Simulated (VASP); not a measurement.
# Si2C (P-3m1) in VASP: notebook

Si2C is run at these levels: PBE; tasks: single point, relaxation of cell and atoms.

Program: VASP 6.6.1. These are calculated values, not measurements. Logs are shortened: lines on timing, memory, paths and dates and some standing lists are left out, and cuts for length are marked.

## (1) The cell of the first run

The structure is trigonal, space group P-3m1 (No. 164). The conventional cell has a = 2.967 Å, b = 2.967 Å, c = 4.245 Å, α = 90.00°, β = 90.00°, γ = 120.00°. Within 2.7 Å of Si (site symmetry 3m) lie 3 C at 2.07 Å and 3 Si at 2.56 Å. C (site symmetry -3m) has 6 Si at 2.07 Å within 2.7 Å.

## (2) Single point, PBE

INCAR

```
PREC = Accurate
ENCUT = 520
EDIFF = 1E-6
ISMEAR = 0
SIGMA = 0.1
LREAL = F
LASPH = T
NELM = 60
ALGO = Normal
ISIF = 2
LWAVE = F
LCHARG = F
GGA = PE
NBANDS = 13
```

KPOINTS

```
Automatic mesh
0
Gamma
  6 6 4
```

POSCAR

```
Si2C
1.0
    2.9669885569      0.0000000000      0.0000000000
   -1.4834942785      2.5694874630      0.0000000000
    0.0000000000      0.0000000000      4.2445539741
Si C
2 1
Direct
    0.6666666667      0.3333333333      0.7752350987
    0.3333333333      0.6666666667      0.2247649013
    0.0000000000      0.0000000000      0.5000000000
```

Potentials or basis: VASP PAW PBE potentials, release 64 (Si, C).

Command:

```
cat potpaw_PBE.64/Si/POTCAR potpaw_PBE.64/C/POTCAR > POTCAR
mpirun -np 1 vasp_std > vasp.out
```

OUTCAR:

```text
PREC = Accurate
   ENCUT = 520
   EDIFF = 1E-6
   ISMEAR = 0
   LREAL = F
   LASPH = T
   NELM = 60
   ISIF = 2
   GGA = PE

 ion  position               nearest neighbor table
   1  0.667  0.333  0.775-   3 2.07   3 2.07   3 2.07   2 2.56   2 2.56   2 2.56   2 2.90   2 2.90
                             2 2.90
   2  0.333  0.667  0.225-   3 2.07   3 2.07   3 2.07   1 2.56   1 2.56   1 2.56   1 2.90   1 2.90
                             1 2.90
   3  0.000  0.000  0.500-   1 2.07   2 2.07   1 2.07   2 2.07   1 2.07   2 2.07

  LATTYP: Found a hexagonal cell.
 ALAT       =     2.9669885569
 C/A-ratio  =     1.4305933079

  Lattice vectors:

 A1 = (   2.9669885569,   0.0000000000,   0.0000000000)
 A2 = (  -1.4834942785,   2.5694874630,   0.0000000000)
 A3 = (   0.0000000000,   0.0000000000,   4.2445539741)

Analysis of symmetry for initial positions (statically):
=====================================================================
 Subroutine PRICEL returns:
 Original cell was already a primitive cell.

 Routine SETGRP: Setting up the symmetry group for a
 hexagonal supercell.

 Subroutine GETGRP returns: Found 12 space group operations
 (whereof 12 operations were pure point group operations)
 out of a pool of 24 trial point group operations.

The static configuration has the point symmetry D_3d.

Analysis of symmetry for dynamics (positions and initial velocities):
=====================================================================
 Subroutine PRICEL returns:
 Original cell was already a primitive cell.

 Routine SETGRP: Setting up the symmetry group for a
 hexagonal supercell.

 Subroutine GETGRP returns: Found 12 space group operations
 (whereof 12 operations were pure point group operations)
 out of a pool of 24 trial point group operations.

The dynamic configuration has the point symmetry D_3d.

 Subroutine INISYM returns: Found 12 space group operations
 (whereof 12 operations are pure point group operations),
 and found     1 'primitive' translations

----------------------------------------------------------------------------------------

                                     Primitive cell

  volume of cell :      32.3590

  direct lattice vectors                    reciprocal lattice vectors
     2.966988557  0.000000000  0.000000000     0.337042082  0.194591337  0.000000000
[... 95 lines left out ...]
   POTIM  = 0.5000    time-step for ionic-motion
   TEBEG  =    0.0;   TEEND  =   0.0 temperature during run
   PSTRESS=    0.0 pullay stress
   NELECT =      12.0000    total number of electrons
   NUPDOWN=      -1.0000    fix difference up-down
   EMIN   =  10.00;   EMAX   =-10.00  energy-range for DOS
   EFERMI =   0.00;   METHOD = LEGACY
   ISMEAR =     0;   SIGMA  =   0.10  broadening in eV -4-tet -1-fermi 0-gaus
   EFERMI_NEDOS =   21; number of points for ismear=-14 and -15
   IALGO  =     38    algorithm
   IMIX   =      4    mixing-type and parameters
     AMIX     =   0.40;   BMIX     =  1.00
     AMIX_MAG =   1.60;   BMIX_MAG =  1.00
  volume/ion in A,a.u.               =      10.79        72.79
  Fermi-wavevector in a.u.,A,eV,Ry     =   1.176171  2.222641 18.822001  1.383378
  Thomas-Fermi vector in A             =   2.312539
   LORBIT       =      0    0 simple, 1 ext, 2 COOP (PROOUT), +10 PAW based schemes
   GGA     = PE    functional components
   LHFCALC =     F    Hartree Fock is set to
   AEXX    =    0.0000 exact exchange contribution
   IVDW    =     0    specifies the selected vdW correction
   LEPSILON=     F    determine dielectric tensor
   LRPA    =     F    only Hartree local field effects (RPA)
 non-spin polarized calculation
 Gauss-broadening in eV      SIGMA  =   0.10
  energy-cutoff  :      520.00
  volume of cell :       32.36
 maximum number of plane-waves:       915
 NGX is ok and might be reduce to    24
   NGX = 11   NGY = 11   NGZ = 15

 number of electron      11.9999999 magnetization

 Free energy of the ion-electron system (eV)
  ---------------------------------------------------
  ext. energy  EPLUGINS =         0.00000000
  ---------------------------------------------------
  free energy    TOTEN  =       -18.19394478 eV

  energy without entropy =      -18.18840252  energy(sigma->0) =      -18.19117365

 E-fermi :  11.4394     XC(G=0): -11.8184

 val. band max:       11.3528111043   @ k =  -0.1667   0.5000   0.2500
 cond. band min:      11.5001092385   @ k =   0.3333   0.1667   0.2500
 fundamental gap:      0.1472981342
 Fermi energy:        11.4393625815

 k-point     1 :       0.0000    0.0000    0.0000
  band No.  band energies     occupation
      1      -6.0521      2.00000
      2       2.1515      2.00000
      3       2.1970      2.00000
      4       9.5698      2.00000
      5       9.5698      2.00000
      6      15.1711      0.00000
      7      15.1711      0.00000
      8      15.9337      0.00000
      9      17.7497      0.00000
     10      19.7091      0.00000
     11      21.1385      0.00000
     12      21.1385      0.00000
     13      22.3243      0.00000
[... 354 lines left out ...]
  band No.  band energies     occupation
      1      -0.7199      2.00000
      2       2.4883      2.00000
      3       2.4883      2.00000
      4       4.3025      2.00000
      5       5.0866      2.00000
      6       5.0866      2.00000
      7      14.2836      0.00000
      8      17.8772      0.00000
      9      17.8772      0.00000
     10      18.2906      0.00000
     11      18.2906      0.00000
     12      18.9422      0.00000
     13      22.5224      0.00000

------------------------ aborting loop because EDIFF is reached ----------------------------------------

  FORCE on cell =-STRESS in cart. coord.  units (eV):
  Direction    XX          YY          ZZ          XY          YZ          ZX
  --------------------------------------------------------------------------------------
  -------------------------------------------------------------------------------------
  Total        0.0254189      0.0254189      0.0108737     -0.0000000      0.0000000     -0.0000000
  in kB        1.2585565      1.2585565      0.5383865     -0.0000000      0.0000000     -0.0000000
  external PRESSURE =       1.0184999 kB  Pullay stress =       0.0000000 kB

 VOLUME and BASIS-vectors are now :
 -----------------------------------------------------------------------------
  energy-cutoff  :      520.00
  volume of cell :       32.36
      direct lattice vectors                 reciprocal lattice vectors
     2.966988557  0.000000000  0.000000000     0.337042082  0.194591337  0.000000000
    -1.483494279  2.569487463  0.000000000     0.000000000  0.389182673  0.000000000
     0.000000000  0.000000000  4.244553974     0.000000000  0.000000000  0.235596015

 POSITION                                       TOTAL-FORCE (eV/Angst)
 -----------------------------------------------------------------------------------
      1.48349      0.85650      3.29053        -0.000000      0.000000      0.034868
     -0.00000      1.71299      0.95403         0.000000     -0.000000     -0.034868
      0.00000      0.00000      2.12228        -0.000000      0.000000      0.000000
 -----------------------------------------------------------------------------------
    total drift:                               -0.000000      0.000000      0.000000

  FREE ENERGIE OF THE ION-ELECTRON SYSTEM (eV)
  ---------------------------------------------------
  free  energy   TOTEN  =       -18.1939447799 eV

  energy  without entropy=      -18.1884025163  energy(sigma->0) =      -18.19117365
```

stdout:

```text
POSCAR found type information on POSCAR SiC
 POSCAR found :  2 types and       3 ions
 scaLAPACK will be used
 LDA part: xc-table for (Slater+PW92), standard interpolation
 POSCAR, INCAR and KPOINTS ok, starting setup
 FFT: planning ... GRIDC
 FFT: planning ... GRID_SOFT
 FFT: planning ... GRID
 WAVECAR not read
 entering main loop
```

It took 12 s on 1 thread of Intel Xeon 8259CL, shared host; peak memory 0.14 GiB.

Results:

```yaml
Free_energy: -18.1939 eV
Pressure: 0.1 GPa
Largest_force: 0.035 eV/Å
Band_gap_on_the_k_mesh: zero (bands 6 and 7 overlap by 6.05 eV)
```

Forces on the atoms (eV/Å):
```
Si   0.000  0.000  0.035
Si   0.000  0.000 -0.035
C    0.000  0.000  0.000
```

Levels at points of the mesh, in eV from the Fermi level:
```
           k point  band 4  band 5  band 6  band 7  band 8  band 9
(0.00, 0.00, 0.00)   -1.87   -1.87    3.73    3.73    4.49    6.31
(0.50, 0.00, 0.00)   -4.57   -4.28   -4.19   -2.07    1.32    4.12
(0.00, 0.00, 0.50)   -1.72   -1.72    1.34    5.04    5.22    5.22
(0.50, 0.00, 0.50)   -8.16   -3.94   -0.22    0.96    1.44    5.73
```

Caveat: the k points lie up to 0.41 Å⁻¹ apart, too coarse for converged energies and pressures of a metal.

## (3) Single point, PBE

This run uses another cell than the first one, of 14.40 Å³/atom.

INCAR

```
PREC = Accurate
ENCUT = 520
EDIFF = 1E-6
ISMEAR = 0
SIGMA = 0.1
LREAL = False
LASPH = True
NELM = 60
ALGO = Normal
ISIF = 2
LWAVE = False
LCHARG = False
GGA = PE
NBANDS = 13
```

KPOINTS

```
regular mesh
0
Gamma
  6 6 4
```

POSCAR

```
Si2C
1.0
    2.7309466400      0.0000000000      0.0000000000
   -1.3654733200      2.3650691600      0.0000000000
    0.0000000000      0.0000000000      6.6894257700
Si C
2 1
Direct
    0.6666666700      0.3333333300      0.8333333300
    0.3333333300      0.6666666700      0.1666666700
    0.0000000000      0.0000000000      0.5000000000
```

Potentials or basis: VASP PAW PBE potentials, release 64 (Si, C).

Command:

```
cat potpaw_PBE.64/Si/POTCAR potpaw_PBE.64/C/POTCAR > POTCAR
mpirun -np 1 vasp_std > vasp.out
```

Run time: 16 s. Hardware: 1 thread of Intel Xeon 8259CL, shared host; peak memory 0.15 GiB.

Results (log left out):

* Free energy: -13.9277 eV
* Pressure: -11.9 GPa
* Largest force: 1.795 eV/Å
* Band gap on the k mesh: zero (bands 6 and 7 overlap by 5.60 eV)

Forces in eV/Å, atoms in the order of the input:
```
Si   0.000  0.000 -1.795
Si   0.000  0.000  1.795
C    0.000  0.000  0.000
```

Stress tensor (GPa, compression positive):
```
 -8.71   0.00   0.00
  0.00  -8.71   0.00
  0.00   0.00 -18.37
```

Levels at points of the mesh, in eV from the Fermi level:
```
           k point  band 2  band 3  band 4  band 5  band 6  band 7  band 8  band 9  band 10  band 11
(0.00, 0.00, 0.00)  -10.86  -10.24   -1.79   -1.52    3.50    3.50    7.71    9.07     9.07    10.45
(0.50, 0.00, 0.00)   -7.41   -5.88   -4.40   -3.65   -3.53    1.74    1.88    3.62     3.86     4.55
(0.00, 0.00, 0.50)  -12.42   -7.73   -5.70    2.99    3.50    3.50    5.12    9.12     9.12    10.26
(0.50, 0.00, 0.50)   -7.22   -6.80   -5.18   -2.39   -0.98   -0.85    1.02    1.94     4.23     6.09
```

Caveat: the k points lie up to 0.44 Å⁻¹ apart, too coarse for converged energies and pressures of a metal; forces of over 1 eV/Å act on the atoms, so gaps and moduli don't describe the material at rest.

## (4) Single point, PBE, collinear spin

INCAR

```
SYSTEM = Si2C
  ALGO = Normal
  EDIFF = 1E-6
  ENCUT = 520
  GGA = PE
  ISIF = 2
  ISMEAR = 0
  ISPIN = 2
  LASPH = .TRUE.
  LCHARG = .TRUE.
  LELF = .TRUE.
  LORBIT = 11
  LREAL = .FALSE.
  LVHAR = .TRUE.
  LWAVE = .FALSE.
  MAGMOM = 0 0 1
  NBANDS = 17
  NELM = 150
  PREC = Accurate
  SIGMA = 0.1
```

KPOINTS

```
k-points
0
G
  6 6 4
  0 0 0
```

POSCAR

```
Si2C
1.0
    2.9669885569      0.0000000000      0.0000000000
   -1.4834942785      2.5694874630      0.0000000000
    0.0000000000      0.0000000000      4.2445539741
Si C
2 1
Direct
    0.6666666667      0.3333333333      0.7752350987
    0.3333333333      0.6666666667      0.2247649013
    0.0000000000      0.0000000000      0.5000000000
```

Command:

```
cat potpaw_PBE.64/Si/POTCAR potpaw_PBE.64/C/POTCAR > POTCAR
mpirun -np 1 vasp_std > vasp.out
```

Run time: 32 s. Hardware: 1 thread of Intel Xeon 8259CL, shared host; peak memory 0.16 GiB.

Results (log left out):

```
Free energy                                           : -18.1939 eV
Pressure                                              : 0.1 GPa
Largest force                                         : 0.034 eV/Å
Band gap on the k mesh                                : zero (filled and empty bands overlap)
Net moment                                            : 0.00 μB per cell
Valence electrons inside the program's atomic spheres : Si 1.55; C 2.42
```

Forces in eV/Å, atoms in the order of the input:
```
Si   0.000  0.000  0.034
Si   0.000  0.000 -0.034
C    0.000  0.000  0.000
```

Stress tensor (GPa, compression positive):
```
0.14 0.00 0.00
0.00 0.14 0.00
0.00 0.00 0.05
```

Levels at points of the mesh, in eV from the Fermi level:
Spin up:
| k point | band 3 | band 4 | band 5 | band 6 | band 7 | band 8 | band 9 | band 10 |
| --- | --- | --- | --- | --- | --- | --- | --- | --- |
| (0.00, 0.00, 0.00) | -9.24 | -1.87 | -1.87 | 3.73 | 3.73 | 4.49 | 6.31 | 8.27 |
| (0.50, 0.00, 0.00) | -5.77 | -4.57 | -4.28 | -4.19 | -2.07 | 1.32 | 4.12 | 5.96 |
| (0.00, 0.00, 0.50) | -2.52 | -1.72 | -1.72 | 1.34 | 5.04 | 5.22 | 5.22 | 5.58 |
| (0.50, 0.00, 0.50) | -8.52 | -8.16 | -3.94 | -0.22 | 0.96 | 1.44 | 5.73 | 5.90 |
Spin down:
```tsv
k point	band 3	band 4	band 5	band 6	band 7	band 8	band 9	band 10
(0.00, 0.00, 0.00)	-9.24	-1.87	-1.87	3.73	3.73	4.49	6.31	8.27
(0.50, 0.00, 0.00)	-5.77	-4.57	-4.28	-4.19	-2.07	1.32	4.12	5.96
(0.00, 0.00, 0.50)	-2.52	-1.72	-1.72	1.34	5.04	5.22	5.22	5.58
(0.50, 0.00, 0.50)	-8.52	-8.16	-3.94	-0.22	0.96	1.44	5.73	5.90
```

Caveat: the k points lie up to 0.41 Å⁻¹ apart, too coarse for converged energies and pressures of a metal.

## (5) Relaxation of cell and atoms, PBE

This run uses another cell than the first one, of 14.40 Å³/atom.

INCAR

```
SYSTEM = Si2C
ALGO     = Normal         ! electronic algorithm
EDIFF    = 1E-7           ! SCF threshold, eV
EDIFFG   = -0.04          ! ionic threshold
ENCUT    = 600            ! plane-wave cutoff, eV
GGA      = PE             ! functional
IBRION   = 2              ! ionic algorithm
ISIF     = 3              ! what is computed and relaxed
ISMEAR   = 0              ! smearing method
LASPH    = .TRUE.         ! aspherical terms in the spheres
LCHARG   = .FALSE.        ! write CHGCAR
LREAL    = .FALSE.        ! projectors in reciprocal space
LWAVE    = .FALSE.        ! write WAVECAR
NELM     = 60             ! most SCF steps
NSW      = 90             ! ionic steps
PREC     = Accurate       ! precision mode
SIGMA    = 0.1            ! smearing width, eV
```

KPOINTS is that of step 4.

POSCAR

```
Si2C
1.0
    2.7309466400      0.0000000000      0.0000000000
   -1.3654733200      2.3650691600      0.0000000000
    0.0000000000      0.0000000000      6.6894257700
Si C
2 1
Direct
    0.6666666700      0.3333333300      0.8333333300
    0.3333333300      0.6666666700      0.1666666700
    0.0000000000      0.0000000000      0.5000000000
```

Command:

```
cat potpaw_PBE.64/Si/POTCAR potpaw_PBE.64/C/POTCAR > POTCAR
mpirun -np 1 vasp_std > vasp.out
```

Wall time 6 min (1 thread of Intel Xeon 8259CL, shared host); peak memory 0.19 GiB.

Results (log left out):

```yaml
Free_energy: -18.1972 eV
Relaxed_volume: 10.78 Å³/atom
Relaxed_cell: a = 2.965 Å, b = 2.965 Å, c = 4.249 Å, α = 90.00°, β = 90.00°, γ = 120.00°
Space_group_after_relaxing_to_0.1_Å: P-3m1 (No. 164)
Pressure_after_relaxing: 0.0 GPa
Largest_force_after_relaxing: 0.008 eV/Å
Band_gap_on_the_k_mesh: zero (bands 6 and 7 overlap by 6.05 eV)
```

Forces on the atoms (eV/Å):
```
Si   0.000  0.000  0.008
Si   0.000  0.000 -0.008
C    0.000  0.000  0.000
```

Stress tensor (GPa, compression positive):
```
 0.28  0.00  0.00
 0.00  0.28  0.00
 0.00  0.00 -0.56
```

Final structure:
```
Si C
1.0
     2.96523    0.00000    0.00000
    -1.48262    2.56796    0.00000
     0.00000    0.00000    4.24902
Si C
2 1
Direct
  0.66667 0.33333 0.77534
  0.33333 0.66667 0.22466
  0.00000 0.00000 0.50000
```

Levels at points of the mesh, in eV from the Fermi level:
| k point | band 3 | band 4 | band 5 | band 6 | band 7 | band 8 | band 9 | band 10 |
| --- | --- | --- | --- | --- | --- | --- | --- | --- |
| (0.00, 0.00, 0.00) | -9.25 | -1.84 | -1.84 | 3.77 | 3.77 | 4.53 | 6.31 | 8.31 |
| (0.50, 0.00, 0.00) | -5.77 | -4.57 | -4.25 | -4.18 | -2.08 | 1.35 | 4.14 | 6.97 |
| (0.00, 0.00, 0.50) | -2.53 | -1.69 | -1.69 | 1.31 | 5.08 | 5.25 | 5.61 | 5.61 |
| (0.50, 0.00, 0.50) | -8.51 | -8.15 | -3.91 | -0.21 | 0.99 | 1.46 | 5.71 | 5.88 |

Caveat: the k points lie up to 0.41 Å⁻¹ apart in the final cell, too coarse for converged energies and pressures of a metal; the volume moved by over 15 % at a fixed basis, so the end points are rough.

## (6) Summary

```csv
task,spin,cell,cutoff (eV),gap on the mesh (eV),pressure (GPa),largest force (eV/Å)
single point,off,"a = 2.967, b = 2.967, c = 4.245 Å, angles 90.0, 90.0, 120.0°, 3 atoms, atomic positions A",520,none,0.1,0.03
single point,off,"a = 2.731, b = 2.731, c = 6.689 Å, angles 90.0, 90.0, 120.0°, 3 atoms, atomic positions B",520,none,-11.9,1.80
single point,collinear,"a = 2.967, b = 2.967, c = 4.245 Å, angles 90.0, 90.0, 120.0°, 3 atoms, atomic positions A",520,none,0.1,0.03
relaxation of cell and atoms,off,"relaxed from a = 2.731, b = 2.731, c = 6.689 Å, angles 90.0, 90.0, 120.0°, 3 atoms, atomic positions B",600,none,0.0,0.01
```

Alike in all rows: level PBE; potentials or basis VASP PAW PBE potentials, release 64 (Si, C); k mesh 6 × 6 × 4; smearing gaussian 0.1 eV.

Caveats: all runs use coarse meshes; forces of over 1 eV/Å act on the atoms, so gaps and moduli don't describe the material at rest (at least some runs); the volume moved by over 15 % at a fixed basis, so the end points are rough (at least some runs).

Total energies depend on the potentials used, so only differences within one code and one set of settings carry meaning.
